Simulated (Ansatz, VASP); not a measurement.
## SnSe4: VASP beside Ansatz

```
Sn Se
1.0
     5.11860    0.00000    0.00000
     0.00000    5.11860    0.00000
     0.00000    0.00000    5.11860
Sn Se
1 4
Direct
  0.00000 0.00000 0.00000
  0.29439 0.29439 0.29439
  0.70561 0.70561 0.29439
  0.29439 0.70561 0.70561
  0.70561 0.29439 0.70561
```

Change from the starting cell: species swapped into the SnI4 type (P-43m, No. 215).

Alike in both runs: functional PBE; k mesh 8 × 8 × 8; occupations gaussian, width 0.1 eV; no spin polarisation.

Ansatz relaxed the structure, and its values are those at the end. VASP's run is a single point on that final structure, the one shown.

|  | VASP | Ansatz |
| --- | --- | --- |
| version | VASP 6.6.1 | Ansatz 0.2.0 |
| potentials or method | VASP PAW PBE potentials, release 64 (Sn_d, Se), cutoff 520 eV | scalar-relativistic, plane waves, PAW |
| valence electrons in the cell | 38 | 78 |

Ansatz gave:

- gap on the k mesh at the Fermi level (eV): none
- pressure (GPa): 0.0
- rms of the force components (eV/Å): 0.000

Task: Which values does VASP return?

Result: gap on the k mesh at the Fermi level (eV): none; pressure (GPa): 0.0; rms of the force components (eV/Å): 0.005.

A gap of «none» marks a metal or a gap that the smearing closes. The functional is the same, so the differences come from potentials, cutoffs and numerics. VASP's potentials hold 38 valence electrons a cell and Ansatz's 78, so a difference there can come from the potentials and not from the codes.
